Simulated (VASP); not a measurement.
A run of VASP 6.6.1 is set up as follows.

The input POSCAR:

```
B6As
1.0
    3.0381888443      1.7540991471      3.9173053803
   -3.0381888443      1.7540991471      3.9173053803
    0.0000000000     -3.5081982942      3.9173053803
B As
12 2
Direct
    0.0157755007      0.0157755007      0.3251384407
    0.0157755007      0.3251384407      0.0157755007
    0.8214805656      0.2731401970      0.8214805656
    0.8214805656      0.8214805656      0.2731401970
    0.2731401970      0.8214805656      0.8214805656
    0.7268598030      0.1785194344      0.1785194344
    0.1785194344      0.7268598030      0.1785194344
    0.1785194344      0.1785194344      0.7268598030
    0.9842244993      0.6748615593      0.9842244993
    0.9842244993      0.9842244993      0.6748615593
    0.6748615593      0.9842244993      0.9842244993
    0.3251384407      0.0157755007      0.0157755007
    0.6005882311      0.6005882311      0.6005882311
    0.3994117689      0.3994117689      0.3994117689
```

Contents of INCAR.step1:

```
SYSTEM = B6As
PREC     = Accurate       ! precision mode
ENCUT    = 520            ! plane-wave cutoff, eV
ISMEAR   = 0              ! smearing method
SIGMA    = 0.02           ! smearing width, eV
LREAL    = .False.        ! projectors in reciprocal space
LASPH    = .True.         ! aspherical terms in the spheres
NELM     = 100            ! most SCF steps
NBANDS   = 36             ! bands
GGA      = PE             ! functional
ALGO     = Normal         ! electronic algorithm
EDIFF    = 1E-4           ! SCF threshold, eV
LWAVE    = .True.         ! write WAVECAR
LCHARG   = .False.        ! write CHGCAR
```

Contents of INCAR.step2:

```
SYSTEM = B6As
PREC     = Accurate       ! precision mode
ENCUT    = 520            ! plane-wave cutoff, eV
EDIFF    = 1E-7           ! SCF threshold, eV
ISMEAR   = 0              ! smearing method
SIGMA    = 0.02           ! smearing width, eV
LREAL    = .False.        ! projectors in reciprocal space
LASPH    = .True.         ! aspherical terms in the spheres
NELM     = 100            ! most SCF steps
ALGO     = Normal         ! electronic algorithm
ISIF     = 2              ! what is computed and relaxed
LWAVE    = .False.        ! write WAVECAR
LCHARG   = .False.        ! write CHGCAR
METAGGA  = R2SCAN         ! meta-GGA
LMIXTAU  = .True.       
NBANDS   = 36             ! bands
ISTART   = 1
```

Contents of KPOINTS:

```
Automatic mesh
0
Gamma
  6 6 6
  0 0 0
```

Potentials or basis: VASP PAW PBE potentials, release 64 (B, As).

Command:

```sh
$ cat potpaw_PBE.64/B/POTCAR potpaw_PBE.64/As/POTCAR > POTCAR
$ cp INCAR.step1 INCAR
$ mpirun -np 1 vasp_std > vasp.out
$ cp INCAR.step2 INCAR
$ mpirun -np 1 vasp_std > vasp.out
```

What does it give for the pressure?

6.5 GPa.

What does it give for the band gap on the k mesh?

2.93 eV (least direct gap 3.00 eV).

What does it give for the largest force?

0.015 eV/Å.

Forces on the atoms (eV/Å):
```
B    0.000  0.000  0.015
B    0.000  0.000  0.015
B    0.003 -0.002  0.000
B    0.000  0.004  0.000
B   -0.003 -0.002  0.000
B    0.003  0.002  0.000
B   -0.003  0.002  0.000
B    0.000 -0.004  0.000
B    0.000  0.000 -0.015
B    0.000  0.000 -0.015
B    0.000  0.000 -0.015
B    0.000  0.000  0.015
As   0.000  0.000  0.015
As   0.000  0.000 -0.015
```

Caveat: the cell stands under pressure; the PAW data sets were made with another functional, which shifts forces and pressure a little. A k mesh can miss the band edges.
